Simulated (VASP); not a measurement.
# MgRh (P4mm) in VASP: further runs

Runs on MgRh. Level: LDA. Tasks: single point.

Program: VASP 6.6.1. These are calculated values, not measurements. Logs are shortened: lines on timing, memory, paths and dates and some standing lists are left out, and cuts for length are marked.

## 1. The cell of the first run

The structure is tetragonal, space group P4mm (No. 99). Conventional cell: a = 3.099 Å, b = 3.099 Å, c = 3.099 Å, α = 90.00°, β = 90.00°, γ = 90.00°. Within 3.4 Å of Mg (site symmetry 4mm) lie 8 Rh at 2.55 to 2.84 Å and 6 Mg at 3.10 Å. Within 3.4 Å of Rh (site symmetry 4mm) lie 8 Mg at 2.55 to 2.84 Å and 6 Rh at 3.10 Å.

## 2. Single point, LDA (all Mg atoms moved -0.250 Å, as atom 1 along Cartesian [0 0 1])

File INCAR:

```
PREC = Accurate
ENCUT = 520
EDIFF = 1E-7
ISMEAR = 0
SIGMA = 0.15
LREAL = False
LASPH = True
NELM = 80
ALGO = Fast
ISIF = 2
LWAVE = False
LCHARG = True
GGA = CA
LELF = True
LVHAR = True
NBANDS = 16
```

File KPOINTS:

```
Automatic mesh
0
Gamma
  16 16 16
```

File POSCAR:

```
MgRh
1.0
    3.0992000000      0.0000000000      0.0000000000
    0.0000000000      3.0992000000      0.0000000000
    0.0000000000      0.0000000000      3.0992000000
Mg Rh
1 1
Direct
    0.0000000000      0.0000000000     -0.0806659783
    0.5000000000      0.5000000000      0.5000000000
```

Potentials or basis: VASP PAW LDA potentials, release 64 (Mg, Rh_pv).

Started as:

```
> cat potpaw_LDA.64/Mg/POTCAR potpaw_LDA.64/Rh_pv/POTCAR > POTCAR
> mpirun -np 1 vasp_std > vasp.out
```

OUTCAR:

```text
PREC = Accurate
   ENCUT = 520
   EDIFF = 1E-7
   ISMEAR = 0
   LREAL = False
   LASPH = True
   NELM = 80
   ISIF = 2
   GGA = CA

 ion  position               nearest neighbor table
   1  0.000  0.000  0.919-   2 2.55   2 2.55   2 2.55   2 2.55   2 2.84   2 2.84   2 2.84   2 2.84

   2  0.500  0.500  0.500-   1 2.55   1 2.55   1 2.55   1 2.55   1 2.84   1 2.84   1 2.84   1 2.84

  LATTYP: Found a simple cubic cell.
 ALAT       =     3.0992000000

  Lattice vectors:

 A1 = (   3.0992000000,   0.0000000000,   0.0000000000)
 A2 = (   0.0000000000,   3.0992000000,   0.0000000000)
 A3 = (   0.0000000000,   0.0000000000,   3.0992000000)

Analysis of symmetry for initial positions (statically):
=====================================================================
 Subroutine PRICEL returns:
 Original cell was already a primitive cell.

 Routine SETGRP: Setting up the symmetry group for a
 simple cubic supercell.

 Subroutine GETGRP returns: Found  8 space group operations
 (whereof  8 operations were pure point group operations)
 out of a pool of 48 trial point group operations.

The static configuration has the point symmetry C_4v.

Analysis of symmetry for dynamics (positions and initial velocities):
=====================================================================
 Subroutine PRICEL returns:
 Original cell was already a primitive cell.

 Routine SETGRP: Setting up the symmetry group for a
 simple cubic supercell.

 Subroutine GETGRP returns: Found  8 space group operations
 (whereof  8 operations were pure point group operations)
 out of a pool of 48 trial point group operations.

The dynamic configuration has the point symmetry C_4v.

 Subroutine INISYM returns: Found  8 space group operations
 (whereof  8 operations are pure point group operations),
 and found     1 'primitive' translations

----------------------------------------------------------------------------------------

                                     Primitive cell

  volume of cell :      29.7679

  direct lattice vectors                    reciprocal lattice vectors
     3.099200000  0.000000000  0.000000000     0.322663913  0.000000000  0.000000000
     0.000000000  3.099200000  0.000000000     0.000000000  0.322663913  0.000000000
     0.000000000  0.000000000  3.099200000     0.000000000  0.000000000  0.322663913

  length of vectors
     3.099200000  3.099200000  3.099200000     0.322663913  0.322663913  0.322663913

  position of ions in fractional coordinates (direct lattice)
     0.000000000  0.000000000  0.919334022
     0.500000000  0.500000000  0.500000000

  ion indices of the primitive-cell ions
   primitive index   ion index
                 1           1
                 2           2

----------------------------------------------------------------------------------------

 KPOINTS: Automatic mesh

Automatic generation of k-mesh.
 Grid dimensions read from file:
 generate k-points for:   16   16   16

 Generating k-lattice:

  Cartesian coordinates                     Fractional coordinates (reciprocal lattice)
     0.020166495  0.000000000  0.000000000     0.062500000  0.000000000  0.000000000
     0.000000000  0.020166495  0.000000000     0.000000000  0.062500000  0.000000000
     0.000000000  0.000000000  0.020166495     0.000000000  0.000000000  0.062500000

  Length of vectors
     0.020166495  0.020166495  0.020166495

  Shift w.r.t. Gamma in fractional coordinates (k-lattice)
     0.000000000  0.000000000  0.000000000

 Subroutine IBZKPT returns following result:
 ===========================================

 Found    405 irreducible k-points:

 Following reciprocal coordinates:
            Coordinates               Weight
  0.000000  0.000000  0.000000      1.000000
  0.062500  0.000000  0.000000      4.000000
  0.000000  0.000000  0.062500      2.000000
  0.125000  0.000000  0.000000      4.000000
  0.000000  0.000000  0.125000      2.000000
  0.187500  0.000000  0.000000      4.000000
[... 16 lines left out ...]
  0.187500  0.062500  0.000000      8.000000
  0.000000  0.187500  0.062500      8.000000
 [... further k-points ...]
   k-points           NKPTS =    405   k-points in BZ     NKDIM =    405   number of bands    NBANDS=     16
   number of dos      NEDOS =    301   number of ions     NIONS =      2
   total plane-waves  NPLWV =  13824
   dimension x,y,z NGX =    24 NGY =   24 NGZ =   24
   dimension x,y,z NGXF=    48 NGYF=   48 NGZF=   48
   ions per type =               1   1
   NGX,Y,Z   is equivalent  to a cutoff of  12.87, 12.87, 12.87 a.u.
   NGXF,Y,Z  is equivalent  to a cutoff of  25.75, 25.75, 25.75 a.u.
 SYSTEM =  unknown system
   PREC   = accura    normal or accurate (medium, high low for compatibility)
   ISTART =      0    job   : 0-new  1-cont  2-samecut
   ICHARG =      2    charge: 1-file 2-atom 10-const
   ISPIN  =      1    spin polarized calculation?
   LNONCOLLINEAR =      F non collinear calculations
   LSORBIT =      F    spin-orbit coupling
   LASPH  =      T    aspherical Exc in radial PAW
   ENCUT  =  520.0 eV  38.22 Ry    6.18 a.u.   5.76  5.76  5.76*2*pi/ulx,y,z
   NELM   =     80;   NELMIN=  2; NELMDL= -5     # of ELM steps
   EDIFF  = 0.1E-06   stopping-criterion for ELM
   LREAL  =      F    real-space projection
   EDIFFG = 0.1E-05   stopping-criterion for IOM
   NSW    =      0    number of steps for IOM
   IBRION =     -1    ionic relax: 0-MD 1-quasi-New 2-CG
   NFREE  =      0    steps in history (QN), initial steepest desc. (CG)
   ISIF   =      2    stress and relaxation
   ISYM   =      2    0-nonsym 1-usesym 2-fastsym
   POTIM  = 0.5000    time-step for ionic-motion
   TEBEG  =    0.0;   TEEND  =   0.0 temperature during run
   PSTRESS=    0.0 pullay stress
   NELECT =      17.0000    total number of electrons
   NUPDOWN=      -1.0000    fix difference up-down
   EMIN   =  10.00;   EMAX   =-10.00  energy-range for DOS
   EFERMI =   0.00;   METHOD = LEGACY
   ISMEAR =     0;   SIGMA  =   0.15  broadening in eV -4-tet -1-fermi 0-gaus
   EFERMI_NEDOS =   21; number of points for ismear=-14 and -15
   IALGO  =     68    algorithm
   IMIX   =      4    mixing-type and parameters
     AMIX     =   0.40;   BMIX     =  1.00
     AMIX_MAG =   1.60;   BMIX_MAG =  1.00
  volume/ion in A,a.u.               =      14.88       100.44
  Fermi-wavevector in a.u.,A,eV,Ry     =   1.358235  2.566692 25.100054  1.844802
  Thomas-Fermi vector in A             =   2.485085
   LORBIT       =      0    0 simple, 1 ext, 2 COOP (PROOUT), +10 PAW based schemes
   GGA     = CA    functional components
   LHFCALC =     F    Hartree Fock is set to
   AEXX    =    0.0000 exact exchange contribution
   IVDW    =     0    specifies the selected vdW correction
   LEPSILON=     F    determine dielectric tensor
   LRPA    =     F    only Hartree local field effects (RPA)
 non-spin polarized calculation
 RMM-DIIS sequential band-by-band and
 Gauss-broadening in eV      SIGMA  =   0.15
  energy-cutoff  :      520.00
  volume of cell :       29.77
 maximum number of plane-waves:       840
 NGX is ok and might be reduce to    24
   NGX = 11   NGY = 11   NGZ = 11

 number of electron      17.0000011 magnetization

 Free energy of the ion-electron system (eV)
  ---------------------------------------------------
  ext. energy  EPLUGINS =         0.00000000
  ---------------------------------------------------
  free energy    TOTEN  =       -11.31844438 eV

  energy without entropy =      -11.30372781  energy(sigma->0) =      -11.31108609

 E-fermi :   6.4892     XC(G=0): -11.9701

 val. band max:        6.4853011302   @ k =   0.0000   0.4375   0.3750
 cond. band min:       6.4974495140   @ k =   0.4375   0.3750   0.0000
 fundamental gap:      0.0121483838
 Fermi energy:         6.4892045290

 k-point     1 :       0.0000    0.0000    0.0000
  band No.  band energies     occupation
      1     -38.4541      2.00000
      2     -38.4541      2.00000
      3     -38.4373      2.00000
      4      -0.4771      2.00000
      5       3.5305      2.00000
      6       3.5899      2.00000
[... 8 lines left out ...]
     15      22.7292      0.00000
     16      26.3115      0.00000

 k-point     2 :       0.0625    0.0000    0.0000
  band No.  band energies     occupation
      1     -38.4578      2.00000
      2     -38.4539      2.00000
      3     -38.4370      2.00000
      4      -0.4074      2.00000
      5       3.5588      2.00000
      6       3.6116      2.00000
[... 8 lines left out ...]
     15      22.9582      0.00000
     16      26.1741      0.00000

 k-point     3 :       0.0000    0.0000    0.0625
  band No.  band energies     occupation
      1     -38.4538      2.00000
      2     -38.4538      2.00000
      3     -38.4409      2.00000
      4      -0.4083      2.00000
      5       3.5474      2.00000
      6       3.6226      2.00000
[... 8 lines left out ...]
     15      22.9405      0.00000
     16      26.1452      0.00000

 k-point     4 :       0.1250    0.0000    0.0000
  band No.  band energies     occupation
      1     -38.4681      2.00000
      2     -38.4531      2.00000
      3     -38.4362      2.00000
      4      -0.2016      2.00000
      5       3.6256      2.00000
      6       3.6870      2.00000
[... 8 lines left out ...]
     15      23.6546      0.00000
     16      25.6616      0.00000
[... 324 lines left out ...]
 k-point    22 :       0.0625    0.0000    0.1250
  band No.  band energies     occupation
      1     -38.4567      2.00000
      2     -38.4528      2.00000
      3     -38.4508      2.00000
      4      -0.1365      2.00000
      5       3.6241      2.00000
      6       3.7384      2.00000
[... 8 lines left out ...]
     15      23.7200      0.00000
     16      25.3481      0.00000

 k-point    23 :       0.1875    0.0625    0.0000
  band No.  band energies     occupation
      1     -38.4832      2.00000
      2     -38.4555      2.00000
      3     -38.4347      2.00000
      4       0.1984      2.00000
      5       3.7392      2.00000
      6       3.8373      2.00000
[... 8 lines left out ...]
     15      24.4074      0.00000
     16      24.8709      0.00000

 k-point    24 :       0.0000    0.1875    0.0625
  band No.  band energies     occupation
      1     -38.4832      2.00000
      2     -38.4516      2.00000
      3     -38.4385      2.00000
      4       0.1974      2.00000
      5       3.7275      2.00000
      6       3.8485      2.00000
[... 8 lines left out ...]
     15      24.2823      0.00000
     16      25.2171      0.00000

 [... further k-points ...]

------------------------ aborting loop because EDIFF is reached ----------------------------------------

  FORCE on cell =-STRESS in cart. coord.  units (eV):
  Direction    XX          YY          ZZ          XY          YZ          ZX
  --------------------------------------------------------------------------------------
  -------------------------------------------------------------------------------------
  Total       -0.5651194     -0.5651194     -1.1204853      0.0000000      0.0000000      0.0000000
  in kB      -30.4159938    -30.4159938    -60.3070308      0.0000000      0.0000000      0.0000000
  external PRESSURE =     -40.3796728 kB  Pullay stress =       0.0000000 kB

 VOLUME and BASIS-vectors are now :
 -----------------------------------------------------------------------------
  energy-cutoff  :      520.00
  volume of cell :       29.77
      direct lattice vectors                 reciprocal lattice vectors
     3.099200000  0.000000000  0.000000000     0.322663913  0.000000000  0.000000000
     0.000000000  3.099200000  0.000000000     0.000000000  0.322663913  0.000000000
     0.000000000  0.000000000  3.099200000     0.000000000  0.000000000  0.322663913

 POSITION                                       TOTAL-FORCE (eV/Angst)
 -----------------------------------------------------------------------------------
      0.00000      0.00000      2.84920         0.000000      0.000000      1.292532
      1.54960      1.54960      1.54960        -0.000000      0.000000     -1.292532
 -----------------------------------------------------------------------------------
    total drift:                                0.000000     -0.000000      0.000164

  FREE ENERGIE OF THE ION-ELECTRON SYSTEM (eV)
  ---------------------------------------------------
  free  energy   TOTEN  =       -11.3184443804 eV

  energy  without entropy=      -11.3037278052  energy(sigma->0) =      -11.31108609
```

It took 64 s on 1 thread of Intel Xeon Platinum 8375C at 2.90GHz (Ice Lake), shared host; peak memory 0.3 GiB.

What came out:

- Free energy: -11.3184 eV
- Pressure: -4.0 GPa
- Largest force: 1.293 eV/Å

Forces on the atoms (eV/Å):
```
Mg   0.000  0.000  1.293
Rh   0.000  0.000 -1.293
```

Levels at points of the mesh, in eV from the Fermi level:
```csv
k point,band 5,band 6,band 7,band 8,band 9,band 10,band 11,band 12,band 13,band 14
"(0.00, 0.00, 0.00)",-2.96,-2.90,-0.23,-0.17,-0.17,8.20,8.30,8.30,11.62,11.78
"(0.50, 0.00, 0.00)",-2.56,-2.44,-1.28,-1.22,-0.04,1.67,9.43,11.78,11.96,13.81
"(0.00, 0.00, 0.50)",-2.53,-2.48,-1.21,-1.21,-0.09,1.73,9.43,11.69,11.69,14.94
"(0.50, 0.50, 0.00)",-2.49,-1.07,-1.07,0.66,0.77,0.77,4.48,7.22,14.68,14.68
"(0.00, 0.50, 0.50)",-2.60,-1.12,-1.06,0.66,0.75,0.80,4.56,7.26,14.38,15.21
"(0.50, 0.50, 0.50)",-3.07,-3.07,0.72,0.74,4.55,4.55,4.67,6.94,9.21,9.21
```

Caveat: the cell differs from its parent crystal (all Mg atoms moved -0.250 Å, as atom 1 along Cartesian [0 0 1]); forces of over 1 eV/Å act on the atoms, so gaps and moduli don't describe the material at rest.

(Continued in part 2 of 2.)
